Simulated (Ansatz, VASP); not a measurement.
Two plane-wave programs on AgCl

```
CELL_PARAMETERS angstrom
3.33116 0.00000 -0.27482
0.00000 3.33116 -0.18321
-0.27482 -0.18321 3.33116
ATOMIC_POSITIONS crystal
Ag 0.00000 0.00000 0.00000
Cl 0.50000 0.50000 0.50000
```

Change from the starting cell: engineering shear strain xz -0.1650, engineering shear strain yz -0.1100.

Alike in both runs: task single point; functional PBEsol; k mesh 10 × 10 × 10; occupations gaussian, width 0.05 eV; no spin polarisation.

|  | VASP | Ansatz |
| --- | --- | --- |
| version | VASP 6.6.1 | Ansatz 0.2.0 |
| potentials or method | VASP PAW PBE potentials, release 64 (Ag, Cl), cutoff 520 eV | scalar-relativistic, plane waves, PAW |
| valence electrons in the cell | 18 | 26 |

```csv
,VASP,Ansatz,Ansatz less VASP
gap on the k mesh at the Fermi level (eV),0.11,0.10,-0.001
least direct gap on the mesh (eV),2.16,2.16,-0.004
pressure (GPa),1.9,2.0,+0.13
"traceless stress, the component that is largest in VASP (GPa)",-0.86,-0.84,+0.020
```

VASP's potentials were made for PBE, not for PBEsol. The functional is the same, so the differences come from potentials, cutoffs and numerics. VASP's potentials hold 18 valence electrons a cell and Ansatz's 26, so a difference there can come from the potentials and not from the codes.
